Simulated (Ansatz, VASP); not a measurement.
# One calculation of ScW3, two programs

```
Sc W
1.0
     4.10895    0.00000    0.00000
     0.00000    4.10895    0.00000
     0.00000    0.00000    4.10895
Sc W
1 3
Direct
  0.00000 0.00000 0.00000
  0.00000 0.50000 0.50000
  0.50000 0.50000 0.00000
  0.50000 0.00000 0.50000
```

Change from the starting cell: species swapped into the Pr3In type (Pm-3m, No. 221).

Alike in both runs: functional PBE; k mesh 4 × 4 × 4; occupations gaussian, width 0.1 eV; no spin polarisation.

Ansatz relaxed the structure, and its values are those at the end. VASP's run is a single point on that final structure, the one shown.

|  | VASP | Ansatz |
| --- | --- | --- |
| version | VASP 6.6.1 | Ansatz 0.2.0 |
| potentials or method | VASP PAW PBE potentials, release 64 (Sc_sv, W_sv), cutoff 520 eV | scalar-relativistic, plane waves, PAW |
| valence electrons in the cell | 53 | 53 |

|  | VASP | Ansatz | Ansatz less VASP |
| --- | --- | --- | --- |
| gap on the k mesh at the Fermi level (eV) | none | none | - |
| pressure (GPa) | 0.3 | -0.1 | -0.32 |

A gap of «none» marks a metal or a gap that the smearing closes.

The k mesh is coarse, so the values compare programs but aren't converged. Spin-orbit coupling is off throughout.
